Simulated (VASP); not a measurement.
# BiTe (R-3m) in VASP: a series of runs, part 2 of 2

VASP 6.6.1. The steps go on from the part before.

### Step 3. Single point, PBEsol (volume scaled by 0.98)

INCAR

```
SYSTEM = BiTe
PREC = Accurate ; ENCUT = 520
EDIFF = 1E-7 ; ISMEAR = -1
SIGMA = 0.05 ; LREAL = .False.
LASPH = .True. ; NELM = 80
ALGO = Normal ; ISIF = 2
LWAVE = .False. ; LCHARG = .True.
GGA = PS ; LELF = .True.
LVHAR = .True. ; NBANDS = 18
```

KPOINTS

```
Automatic mesh
0
Gamma
  7 7 7
  0 0 0
```

POSCAR

```
BiTe
1.0
    2.4064474992      1.3893631114      3.2950275793
   -2.4064474992      1.3893631114      3.2950275793
    0.0000000000     -2.7787262229      3.2950275793
Bi Te
1 1
Direct
    0.5000000000      0.5000000000      0.5000000000
    0.0000000000      0.0000000000      0.0000000000
```

Potentials or basis: VASP PAW PBE potentials, release 64 (Bi_d, Te).

The run is started by

```sh
$ cat potpaw_PBE.64/Bi_d/POTCAR potpaw_PBE.64/Te/POTCAR > POTCAR
$ mpirun -np 1 vasp_std > vasp.out
```

OUTCAR:

```text
SYSTEM = BiTe
   PREC = Accurate
   ENCUT = 520
   EDIFF = 1E-7
   ISMEAR = -1
   LREAL = .False.
   LASPH = .True.
   NELM = 80
   ISIF = 2
   GGA = PS

 ion  position               nearest neighbor table
   1  0.500  0.500  0.500-   2 3.23   2 3.23   2 3.23   2 3.23   2 3.23   2 3.23
   2  0.000  0.000  0.000-   1 3.23   1 3.23   1 3.23   1 3.23   1 3.23   1 3.23

  LATTYP: Found a trigonal (rhomboedric) cell.
 ALAT       =     4.3102814491
 COS(alpha) =     0.3765932224

  Lattice vectors:

 A1 = (   2.4064474992,   1.3893631114,   3.2950275793)
 A2 = (  -2.4064474992,   1.3893631114,   3.2950275793)
 A3 = (   0.0000000000,  -2.7787262229,   3.2950275793)

Analysis of symmetry for initial positions (statically):
=====================================================================
 Subroutine PRICEL returns:
 Original cell was already a primitive cell.

 Routine SETGRP: Setting up the symmetry group for a
 trigonal (rhombohedral) supercell.

 Subroutine GETGRP returns: Found 12 space group operations
 (whereof 12 operations were pure point group operations)
 out of a pool of 12 trial point group operations.

The static configuration has the point symmetry D_3d.

Analysis of symmetry for dynamics (positions and initial velocities):
=====================================================================
 Subroutine PRICEL returns:
 Original cell was already a primitive cell.

 Routine SETGRP: Setting up the symmetry group for a
 trigonal (rhombohedral) supercell.

 Subroutine GETGRP returns: Found 12 space group operations
 (whereof 12 operations were pure point group operations)
 out of a pool of 12 trial point group operations.

The dynamic configuration has the point symmetry D_3d.

 Subroutine INISYM returns: Found 12 space group operations
 (whereof 12 operations are pure point group operations),
 and found     1 'primitive' translations

----------------------------------------------------------------------------------------

                                     Primitive cell

  volume of cell :      66.1002

  direct lattice vectors                    reciprocal lattice vectors
     2.406447499  1.389363111  3.295027579     0.207775154  0.119959041  0.101162532
    -2.406447499  1.389363111  3.295027579    -0.207775154  0.119959041  0.101162532
     0.000000000 -2.778726223  3.295027579     0.000000000 -0.239918082  0.101162532

  length of vectors
     4.310281449  4.310281449  4.310281449     0.260373855  0.260373855  0.260373855

  position of ions in fractional coordinates (direct lattice)
     0.500000000  0.500000000  0.500000000
     0.000000000  0.000000000  0.000000000

  ion indices of the primitive-cell ions
   primitive index   ion index
                 1           1
                 2           2

----------------------------------------------------------------------------------------

 KPOINTS: Automatic mesh

Automatic generation of k-mesh.
 Grid dimensions read from file:
 generate k-points for:    7    7    7

 Generating k-lattice:

  Cartesian coordinates                     Fractional coordinates (reciprocal lattice)
     0.029682165  0.017137006  0.014451790     0.142857143 -0.000000000  0.000000000
    -0.029682165  0.017137006  0.014451790    -0.000000000  0.142857143  0.000000000
     0.000000000 -0.034274012  0.014451790     0.000000000  0.000000000  0.142857143

  Length of vectors
     0.037196265  0.037196265  0.037196265

  Shift w.r.t. Gamma in fractional coordinates (k-lattice)
     0.000000000  0.000000000  0.000000000

 Subroutine IBZKPT returns following result:
 ===========================================

 Found     44 irreducible k-points:

 Following reciprocal coordinates:
            Coordinates               Weight
  0.000000  0.000000  0.000000      1.000000
  0.142857 -0.000000 -0.000000      6.000000
  0.285714 -0.000000 -0.000000      6.000000
  0.428571 -0.000000  0.000000      6.000000
  0.142857  0.142857 -0.000000      6.000000
  0.285714  0.142857 -0.000000     12.000000
[... 16 lines left out ...]
  0.285714  0.285714  0.142857      6.000000
  0.428571  0.285714  0.142857     12.000000
 [... further k-points ...]
   k-points           NKPTS =     44   k-points in BZ     NKDIM =     44   number of bands    NBANDS=     18
   number of dos      NEDOS =    301   number of ions     NIONS =      2
   total plane-waves  NPLWV =  32768
   dimension x,y,z NGX =    32 NGY =   32 NGZ =   32
   dimension x,y,z NGXF=    64 NGYF=   64 NGZF=   64
   ions per type =               1   1
   NGX,Y,Z   is equivalent  to a cutoff of  12.34, 12.34, 12.34 a.u.
   NGXF,Y,Z  is equivalent  to a cutoff of  24.68, 24.68, 24.68 a.u.
 SYSTEM =  BiTe
   PREC   = accura    normal or accurate (medium, high low for compatibility)
   ISTART =      0    job   : 0-new  1-cont  2-samecut
   ICHARG =      2    charge: 1-file 2-atom 10-const
   ISPIN  =      1    spin polarized calculation?
   LNONCOLLINEAR =      F non collinear calculations
   LSORBIT =      F    spin-orbit coupling
   LASPH  =      T    aspherical Exc in radial PAW
   ENCUT  =  520.0 eV  38.22 Ry    6.18 a.u.   8.01  8.01  8.01*2*pi/ulx,y,z
   NELM   =     80;   NELMIN=  2; NELMDL= -5     # of ELM steps
   EDIFF  = 0.1E-06   stopping-criterion for ELM
   LREAL  =      F    real-space projection
   EDIFFG = 0.1E-05   stopping-criterion for IOM
   NSW    =      0    number of steps for IOM
   IBRION =     -1    ionic relax: 0-MD 1-quasi-New 2-CG
   NFREE  =      0    steps in history (QN), initial steepest desc. (CG)
   ISIF   =      2    stress and relaxation
   ISYM   =      2    0-nonsym 1-usesym 2-fastsym
   POTIM  = 0.5000    time-step for ionic-motion
   TEBEG  =    0.0;   TEEND  =   0.0 temperature during run
   PSTRESS=    0.0 pullay stress
   NELECT =      21.0000    total number of electrons
   NUPDOWN=      -1.0000    fix difference up-down
   EMIN   =  10.00;   EMAX   =-10.00  energy-range for DOS
   EFERMI =   0.00;   METHOD = LEGACY
   ISMEAR =    -1;   SIGMA  =   0.05  broadening in eV -4-tet -1-fermi 0-gaus
   EFERMI_NEDOS =   21; number of points for ismear=-14 and -15
   IALGO  =     38    algorithm
   IMIX   =      4    mixing-type and parameters
     AMIX     =   0.40;   BMIX     =  1.00
     AMIX_MAG =   1.60;   BMIX_MAG =  1.00
  volume/ion in A,a.u.               =      33.05       223.03
  Fermi-wavevector in a.u.,A,eV,Ry     =   1.117070  2.110956 16.977971  1.247846
  Thomas-Fermi vector in A             =   2.253690
   LORBIT       =      0    0 simple, 1 ext, 2 COOP (PROOUT), +10 PAW based schemes
   GGA     = PS    functional components
   LHFCALC =     F    Hartree Fock is set to
   AEXX    =    0.0000 exact exchange contribution
   IVDW    =     0    specifies the selected vdW correction
   LEPSILON=     F    determine dielectric tensor
   LRPA    =     F    only Hartree local field effects (RPA)
 non-spin polarized calculation
  energy-cutoff  :      520.00
  volume of cell :       66.10
 maximum number of plane-waves:      1800
   NGX = 17   NGY = 17   NGZ = 17

 number of electron      21.0000002 magnetization

 Free energy of the ion-electron system (eV)
  ---------------------------------------------------
  ext. energy  EPLUGINS =         0.00000000
  ---------------------------------------------------
  free energy    TOTEN  =        -7.99003996 eV

  energy without entropy =       -7.97785250  energy(sigma->0) =       -7.98394623

 E-fermi :   6.7605     XC(G=0):  -9.7217

 val. band max:        6.7453100661   @ k =  -0.4286   0.2857   0.2857
 cond. band min:       6.7891556731   @ k =   0.2857   0.2857   0.2857
 fundamental gap:      0.0438456070
 Fermi energy:         6.7605184734

 k-point     1 :       0.0000    0.0000    0.0000
  band No.  band energies     occupation
      1     -16.3960      2.00000
      2     -16.3960      2.00000
      3     -16.3808      2.00000
      4     -16.3808      2.00000
      5     -16.3625      2.00000
      6      -6.8746      2.00000
[... 10 lines left out ...]
     17      13.4025      0.00000
     18      13.6386      0.00000

 k-point     2 :       0.1429   -0.0000   -0.0000
  band No.  band energies     occupation
      1     -16.3960      2.00000
      2     -16.3957      2.00000
      3     -16.3819      2.00000
      4     -16.3793      2.00000
      5     -16.3621      2.00000
      6      -6.6962      2.00000
[... 10 lines left out ...]
     17      14.0342      0.00000
     18      14.4639      0.00000
[... 442 lines left out ...]
 k-point    24 :       0.4286    0.2857    0.1429
  band No.  band energies     occupation
      1     -16.4016      2.00000
      2     -16.3963      2.00000
      3     -16.3792      2.00000
      4     -16.3682      2.00000
      5     -16.3610      2.00000
      6      -5.6184      2.00000
[... 10 lines left out ...]
     17      15.8452      0.00000
     18      17.0953      0.00000

 [... further k-points ...]
[... 5 lines left out ...]
  --------------------------------------------------------------------------------------
  -------------------------------------------------------------------------------------
  Total       -0.5592456     -0.5592456     -0.6220905     -0.0000000      0.0000000      0.0000000
  in kB      -13.5553494    -13.5553494    -15.0786238     -0.0000000      0.0000000      0.0000000
  external PRESSURE =     -14.0631075 kB  Pullay stress =       0.0000000 kB

 VOLUME and BASIS-vectors are now :
 -----------------------------------------------------------------------------
  energy-cutoff  :      520.00
  volume of cell :       66.10
      direct lattice vectors                 reciprocal lattice vectors
     2.406447499  1.389363111  3.295027579     0.207775154  0.119959041  0.101162532
    -2.406447499  1.389363111  3.295027579    -0.207775154  0.119959041  0.101162532
     0.000000000 -2.778726223  3.295027579     0.000000000 -0.239918082  0.101162532

 POSITION                                       TOTAL-FORCE (eV/Angst)
 -----------------------------------------------------------------------------------
      0.00000     -0.00000      4.94254        -0.000000     -0.000000      0.000000
      0.00000      0.00000      0.00000         0.000000      0.000000     -0.000000
 -----------------------------------------------------------------------------------
    total drift:                               -0.000000      0.000000     -0.000000

  FREE ENERGIE OF THE ION-ELECTRON SYSTEM (eV)
  ---------------------------------------------------
  free  energy   TOTEN  =        -7.9900399617 eV

  energy  without entropy=       -7.9778524957  energy(sigma->0) =       -7.98394623
```

stdout:

```text
POSCAR found type information on POSCAR BiTe
 POSCAR found :  2 types and       2 ions
 scaLAPACK will be used
 -----------------------------------------------------------------------------
|                                                                             |
|                                                                             |
|     You enforced a specific xc type in the INCAR file but a different       |
|     I HOPE YOU KNOW WHAT YOU ARE DOING!                                     |
|                                                                             |
 -----------------------------------------------------------------------------

 LDA part: xc-table for (Slater+PW92), standard interpolation
 POSCAR, INCAR and KPOINTS ok, starting setup
 FFT: planning ... GRIDC
 FFT: planning ... GRID_SOFT
 FFT: planning ... GRID
 WAVECAR not read
 entering main loop
```

Wall time 30 s (1 thread of Intel Xeon Platinum 8488C (Sapphire Rapids), shared host); peak memory 0.2 GiB.

What came out:

- Free energy: -7.9900 eV
- Pressure: -1.4 GPa

Stress tensor (GPa, compression positive):
```
-1.36  0.00  0.00
 0.00 -1.36  0.00
 0.00  0.00 -1.51
```

Levels at points of the mesh, in eV from the Fermi level:
| k point | band 7 | band 8 | band 9 | band 10 | band 11 | band 12 | band 13 | band 14 |
| --- | --- | --- | --- | --- | --- | --- | --- | --- |
| (0.00, 0.00, 0.00) | -8.22 | -2.97 | -2.97 | -1.62 | 1.92 | 2.55 | 2.55 | 3.99 |

Caveat: the PAW data sets were made with another functional, which shifts forces and pressure a little; spin-orbit coupling is left out, which moves the levels of the heavy elements.
